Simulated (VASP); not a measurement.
# CaO in VASP: further runs

Runs on CaO. Level: PBEsol. Tasks: single point.

All numbers are computed with VASP 6.6.1; they aren't measurements. Logs are shortened: lines on timing, memory, paths and dates and some standing lists are left out, and cuts for length are marked.

**1. The cell of the first run**

It takes space group Fm-3m (No. 225, cubic). The conventional cell has a = 4.767 Å, b = 4.767 Å, c = 4.767 Å, α = 90.00°, β = 90.00°, γ = 90.00°. Within 3.1 Å of Ca (site symmetry m-3m) lie 6 O at 2.38 Å. O (site symmetry m-3m) has 6 Ca at 2.38 Å within 3.1 Å.

**2. Single point, PBEsol**

File INCAR:

```
ALGO = Normal
EDIFF = 1E-6
ENCUT = 520
GGA = PS
ISIF = 2
ISMEAR = 0
LASPH = True
LCHARG = False
LREAL = False
LWAVE = False
NBANDS = 15
NELM = 100
PREC = Accurate
SIGMA = 0.01
```

File KPOINTS:

```
k-points
0
Gamma
  8 8 8
```

File POSCAR:

```
CaO
1.0
    2.3835762605      2.3835762605      0.0000000000
   -2.3835762605      2.3835762605      0.0000000000
    0.0000000000      2.3835762605      2.3835762605
Ca O
1 1
Direct
    0.0000000000      0.0000000000      0.0000000000
    0.5000000000      0.5000000000      0.0000000000
```

Potentials or basis: VASP PAW PBE potentials, release 64 (Ca_sv, O).

Run with:

```
$ cat potpaw_PBE.64/Ca_sv/POTCAR potpaw_PBE.64/O/POTCAR > POTCAR
$ mpirun -np 1 vasp_std > vasp.out
```

OUTCAR:

```text
EDIFF = 1E-6
   ENCUT = 520
   GGA = PS
   ISIF = 2
   ISMEAR = 0
   LASPH = True
   LREAL = False
   NELM = 100
   PREC = Accurate

 ion  position               nearest neighbor table
   1  0.000  0.000  0.000-   2 2.38   2 2.38   2 2.38   2 2.38   2 2.38   2 2.38
   2  0.500  0.500  0.000-   1 2.38   1 2.38   1 2.38   1 2.38   1 2.38   1 2.38

  LATTYP: Found a face centered cubic cell.
 ALAT       =     4.7671525210

  Lattice vectors:

 A1 = (   0.0000000000,   2.3835762605,   2.3835762605)
 A2 = (   2.3835762605,   0.0000000000,   2.3835762605)
 A3 = (   2.3835762605,   2.3835762605,   0.0000000000)

Analysis of symmetry for initial positions (statically):
=====================================================================
 Subroutine PRICEL returns:
 Original cell was already a primitive cell.

 Routine SETGRP: Setting up the symmetry group for a
 face centered cubic supercell.

 Subroutine GETGRP returns: Found 48 space group operations
 (whereof 48 operations were pure point group operations)
 out of a pool of 48 trial point group operations.

The static configuration has the point symmetry O_h .

Analysis of symmetry for dynamics (positions and initial velocities):
=====================================================================
 Subroutine PRICEL returns:
 Original cell was already a primitive cell.

 Routine SETGRP: Setting up the symmetry group for a
 face centered cubic supercell.

 Subroutine GETGRP returns: Found 48 space group operations
 (whereof 48 operations were pure point group operations)
 out of a pool of 48 trial point group operations.

The dynamic configuration has the point symmetry O_h .

 Subroutine INISYM returns: Found 48 space group operations
 (whereof 48 operations are pure point group operations),
 and found     1 'primitive' translations

----------------------------------------------------------------------------------------

                                     Primitive cell

  volume of cell :      27.0843

  direct lattice vectors                    reciprocal lattice vectors
     2.383576260  2.383576260  0.000000000     0.209768829  0.209768829 -0.209768829
    -2.383576260  2.383576260  0.000000000    -0.209768829  0.209768829 -0.209768829
     0.000000000  2.383576260  2.383576260     0.000000000  0.000000000  0.419537657

  length of vectors
     3.370885875  3.370885875  3.370885875     0.363330269  0.363330269  0.419537657

  position of ions in fractional coordinates (direct lattice)
     0.000000000  0.000000000  0.000000000
     0.500000000  0.500000000  0.000000000

  ion indices of the primitive-cell ions
   primitive index   ion index
                 1           1
                 2           2

----------------------------------------------------------------------------------------

 KPOINTS: k-points

Automatic generation of k-mesh.
 Grid dimensions read from file:
 generate k-points for:    8    8    8

 Generating k-lattice:

  Cartesian coordinates                     Fractional coordinates (reciprocal lattice)
     0.026221104  0.026221104 -0.026221104     0.125000000  0.000000000  0.000000000
    -0.026221104  0.026221104 -0.026221104     0.000000000  0.125000000  0.000000000
     0.000000000  0.000000000  0.052442207     0.000000000  0.000000000  0.125000000

  Length of vectors
     0.045416284  0.045416284  0.052442207

  Shift w.r.t. Gamma in fractional coordinates (k-lattice)
     0.000000000  0.000000000  0.000000000

 Subroutine IBZKPT returns following result:
 ===========================================

 Found     29 irreducible k-points:

 Following reciprocal coordinates:
            Coordinates               Weight
  0.000000  0.000000  0.000000      1.000000
  0.125000  0.000000  0.000000      8.000000
  0.250000  0.000000  0.000000      8.000000
  0.375000  0.000000  0.000000      8.000000
  0.500000  0.000000  0.000000      4.000000
  0.125000  0.125000  0.000000     12.000000
[... 16 lines left out ...]
  0.375000  0.250000  0.125000     48.000000
  0.500000  0.250000  0.125000     24.000000
 [... further k-points ...]
   k-points           NKPTS =     29   k-points in BZ     NKDIM =     29   number of bands    NBANDS=     15
   number of dos      NEDOS =    301   number of ions     NIONS =      2
   total plane-waves  NPLWV =  21952
   dimension x,y,z NGX =    28 NGY =   28 NGZ =   28
   dimension x,y,z NGXF=    56 NGYF=   56 NGZF=   56
   ions per type =               1   1
   NGX,Y,Z   is equivalent  to a cutoff of  13.81, 13.81, 13.81 a.u.
   NGXF,Y,Z  is equivalent  to a cutoff of  27.62, 27.62, 27.62 a.u.
 SYSTEM =  unknown system
   PREC   = accura    normal or accurate (medium, high low for compatibility)
   ISTART =      0    job   : 0-new  1-cont  2-samecut
   ICHARG =      2    charge: 1-file 2-atom 10-const
   ISPIN  =      1    spin polarized calculation?
   LNONCOLLINEAR =      F non collinear calculations
   LSORBIT =      F    spin-orbit coupling
   LASPH  =      T    aspherical Exc in radial PAW
   ENCUT  =  520.0 eV  38.22 Ry    6.18 a.u.   6.27  6.27  6.27*2*pi/ulx,y,z
   NELM   =    100;   NELMIN=  2; NELMDL= -5     # of ELM steps
   EDIFF  = 0.1E-05   stopping-criterion for ELM
   LREAL  =      F    real-space projection
   EDIFFG = 0.1E-04   stopping-criterion for IOM
   NSW    =      0    number of steps for IOM
   IBRION =     -1    ionic relax: 0-MD 1-quasi-New 2-CG
   NFREE  =      0    steps in history (QN), initial steepest desc. (CG)
   ISIF   =      2    stress and relaxation
   ISYM   =      2    0-nonsym 1-usesym 2-fastsym
   POTIM  = 0.5000    time-step for ionic-motion
   TEBEG  =    0.0;   TEEND  =   0.0 temperature during run
   PSTRESS=    0.0 pullay stress
   NELECT =      16.0000    total number of electrons
   NUPDOWN=      -1.0000    fix difference up-down
   EMIN   =  10.00;   EMAX   =-10.00  energy-range for DOS
   EFERMI =   0.00;   METHOD = LEGACY
   ISMEAR =     0;   SIGMA  =   0.01  broadening in eV -4-tet -1-fermi 0-gaus
   EFERMI_NEDOS =   21; number of points for ismear=-14 and -15
   IALGO  =     38    algorithm
   IMIX   =      4    mixing-type and parameters
     AMIX     =   0.40;   BMIX     =  1.00
     AMIX_MAG =   1.60;   BMIX_MAG =  1.00
  volume/ion in A,a.u.               =      13.54        91.39
  Fermi-wavevector in a.u.,A,eV,Ry     =   1.373649  2.595820 25.672991  1.886912
  Thomas-Fermi vector in A             =   2.499147
   LORBIT       =      0    0 simple, 1 ext, 2 COOP (PROOUT), +10 PAW based schemes
   GGA     = PS    functional components
   LHFCALC =     F    Hartree Fock is set to
   AEXX    =    0.0000 exact exchange contribution
   IVDW    =     0    specifies the selected vdW correction
   LEPSILON=     F    determine dielectric tensor
   LRPA    =     F    only Hartree local field effects (RPA)
 non-spin polarized calculation
 Gauss-broadening in eV      SIGMA  =   0.01
  energy-cutoff  :      520.00
  volume of cell :       27.08
 maximum number of plane-waves:       745
 NGX is ok and might be reduce to    28
   NGX = 13   NGY = 13   NGZ = 13

 number of electron      15.9999997 magnetization

 Free energy of the ion-electron system (eV)
  ---------------------------------------------------
  ext. energy  EPLUGINS =         0.00000000
  ---------------------------------------------------
  free energy    TOTEN  =       -13.41079886 eV

  energy without entropy =      -13.41079886  energy(sigma->0) =      -13.41079886

 E-fermi :   2.4095     XC(G=0): -10.8588

 val. band max:        2.3362709971   @ k =   0.0000   0.0000   0.0000
 cond. band min:       5.8575456735   @ k =   0.5000   0.5000   0.0000
 fundamental gap:      3.5212746764
 Fermi energy:         2.4094828829

 k-point     1 :       0.0000    0.0000    0.0000
  band No.  band energies     occupation
      1     -34.9524      2.00000
      2     -15.7742      2.00000
      3     -15.7742      2.00000
      4     -15.7742      2.00000
      5     -13.1561      2.00000
      6       2.3363      2.00000
      7       2.3363      2.00000
      8       2.3363      2.00000
      9       7.0994      0.00000
     10       8.5856      0.00000
     11       8.5856      0.00000
     12       8.5856      0.00000
     13      10.1663      0.00000
     14      10.1663      0.00000
     15      17.3158      0.00000

 k-point     2 :       0.1250    0.0000    0.0000
  band No.  band energies     occupation
      1     -34.9351      2.00000
      2     -16.0264      2.00000
      3     -15.7830      2.00000
      4     -15.7830      2.00000
      5     -12.8947      2.00000
      6       1.7779      2.00000
      7       2.1123      2.00000
      8       2.1123      2.00000
      9       7.7967      0.00000
     10       8.5399      0.00000
     11       8.8636      0.00000
     12       8.8636      0.00000
     13      10.5554      0.00000
     14      10.5554      0.00000
     15      17.9586      0.00000

 k-point     3 :       0.2500    0.0000    0.0000
  band No.  band energies     occupation
      1     -34.8930      2.00000
      2     -16.5110      2.00000
      3     -15.8040      2.00000
      4     -15.8040      2.00000
      5     -12.3855      2.00000
      6       0.7350      2.00000
      7       1.6353      2.00000
      8       1.6353      2.00000
      9       8.6020      0.00000
     10       9.2799      0.00000
     11       9.5948      0.00000
     12       9.5948      0.00000
     13      11.4895      0.00000
     14      11.4895      0.00000
     15      18.4307      0.00000

 k-point     4 :       0.3750    0.0000    0.0000
  band No.  band energies     occupation
      1     -34.8505      2.00000
      2     -16.9020      2.00000
      3     -15.8247      2.00000
      4     -15.8247      2.00000
      5     -11.9661      2.00000
      6      -0.1043      2.00000
      7       1.2228      2.00000
      8       1.2228      2.00000
      9       9.0909      0.00000
     10      10.4463      0.00000
     11      10.4463      0.00000
     12      10.4837      0.00000
     13      12.5078      0.00000
     14      12.5078      0.00000
     15      17.3875      0.00000
[... 307 lines left out ...]
 k-point    22 :       0.2500    0.2500    0.1250
  band No.  band energies     occupation
      1     -34.8624      2.00000
      2     -16.5527      2.00000
      3     -15.9533      2.00000
      4     -15.8444      2.00000
      5     -12.3410      2.00000
      6       0.4414      2.00000
      7       1.5163      2.00000
      8       1.8028      2.00000
      9       7.6805      0.00000
     10       9.5302      0.00000
     11      10.3242      0.00000
     12      10.6719      0.00000
     13      11.4719      0.00000
     14      12.7121      0.00000
     15      18.9410      0.00000

 k-point    23 :       0.3750    0.2500    0.1250
  band No.  band energies     occupation
      1     -34.8287      2.00000
      2     -16.7230      2.00000
      3     -16.0263      2.00000
      4     -15.8863      2.00000
      5     -12.1854      2.00000
      6       0.2573      2.00000
      7       1.2140      2.00000
      8       1.4630      2.00000
      9       8.2100      0.00000
     10       9.9170      0.00000
     11      10.9529      0.00000
     12      11.0725      0.00000
     13      12.4814      0.00000
     14      13.6434      0.00000
     15      17.3279      0.00000

 k-point    24 :       0.5000    0.2500    0.1250
  band No.  band energies     occupation
      1     -34.8146      2.00000
      2     -16.7915      2.00000
      3     -16.0432      2.00000
      4     -15.9150      2.00000
      5     -12.1261      2.00000
      6       0.2037      2.00000
      7       1.1659      2.00000
      8       1.2300      2.00000
      9       9.1361      0.00000
     10       9.1994      0.00000
     11      11.2660      0.00000
     12      11.4685      0.00000
     13      12.7918      0.00000
     14      14.4416      0.00000
     15      16.4086      0.00000

 [... further k-points ...]
[... 5 lines left out ...]
  --------------------------------------------------------------------------------------
  -------------------------------------------------------------------------------------
  Total        0.1036883      0.1036883      0.1036883     -0.0000000      0.0000000      0.0000000
  in kB        6.1337114      6.1337114      6.1337114     -0.0000000      0.0000000      0.0000000
  external PRESSURE =       6.1337114 kB  Pullay stress =       0.0000000 kB

 VOLUME and BASIS-vectors are now :
 -----------------------------------------------------------------------------
  energy-cutoff  :      520.00
  volume of cell :       27.08
      direct lattice vectors                 reciprocal lattice vectors
     2.383576260  2.383576260  0.000000000     0.209768829  0.209768829 -0.209768829
    -2.383576260  2.383576260  0.000000000    -0.209768829  0.209768829 -0.209768829
     0.000000000  2.383576260  2.383576260     0.000000000  0.000000000  0.419537657

 POSITION                                       TOTAL-FORCE (eV/Angst)
 -----------------------------------------------------------------------------------
      0.00000      0.00000      0.00000         0.000000     -0.000000      0.000000
      0.00000      2.38358      0.00000        -0.000000      0.000000      0.000000
 -----------------------------------------------------------------------------------
    total drift:                               -0.000000      0.000000     -0.000000

  FREE ENERGIE OF THE ION-ELECTRON SYSTEM (eV)
  ---------------------------------------------------
  free  energy   TOTEN  =       -13.4107988596 eV

  energy  without entropy=      -13.4107988596  energy(sigma->0) =      -13.41079886
```

Wall time 7 s (1 thread of Intel Xeon Platinum 8559C (Emerald Rapids), shared host); peak memory 0.16 GiB.

Results:

```
Free energy            : -13.4108 eV
Pressure               : 0.6 GPa
Band gap on the k mesh : 3.52 eV, indirect (least direct gap 3.89 eV)
```

Caveat: the PAW data sets were made with another functional, which shifts forces and pressure a little. A k mesh can miss the band edges.

(Part 1 of 2 ends here.)
